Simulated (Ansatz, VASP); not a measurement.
**Hf2N in VASP and in Ansatz**

```
Hf N
1.0
     5.43598    0.00000    0.00000
     0.00000    5.25216    0.00000
     0.00000    0.00000    3.20058
Hf N
4 2
Cartesian
  1.4558 1.6965 0.0000
  3.9802 3.5557 0.0000
  4.1738 0.9296 1.6003
  1.2622 4.3225 1.6003
  0.0000 0.0000 0.0000
  2.7180 2.6261 1.6003
```

Change from the starting cell: mode 4 frozen in at -0.205 Å, normal strain along x +0.0350.

Alike in both runs: task single point; functional LDA; k mesh 8 × 8 × 12; occupations gaussian, width 0.15 eV; no spin polarisation.

```csv
,VASP,Ansatz
version,VASP 6.6.1,Ansatz 0.2.0
potentials or method,"VASP PAW LDA potentials, release 64 (Hf_pv, N), cutoff 520 eV","scalar-relativistic, plane waves, PAW"
valence electrons in the cell,50,114
```

```csv
,VASP,Ansatz,Ansatz less VASP
gap on the k mesh at the Fermi level (eV),none,none,-
pressure (GPa),-7.7,-7.4,+0.30
"traceless stress, the component that is largest in VASP (GPa)",-9.05,-9.08,-0.032
rms of the force components (eV/Å),0.230,0.225,-0.0059
```

Ansatz warns that its potentials were made for another functional, while VASP's fit it. LDA's correlation is that of Perdew and Zunger in VASP and of Perdew and Wang (1992) in Ansatz. Atom by atom the forces differ by 0.006 eV/Å (rms over components). A gap of «none» marks a metal or a gap that the smearing closes. VASP's potentials hold 50 valence electrons a cell and Ansatz's 114, so a difference there can come from the potentials and not from the codes.

Neither program's run includes spin-orbit coupling.
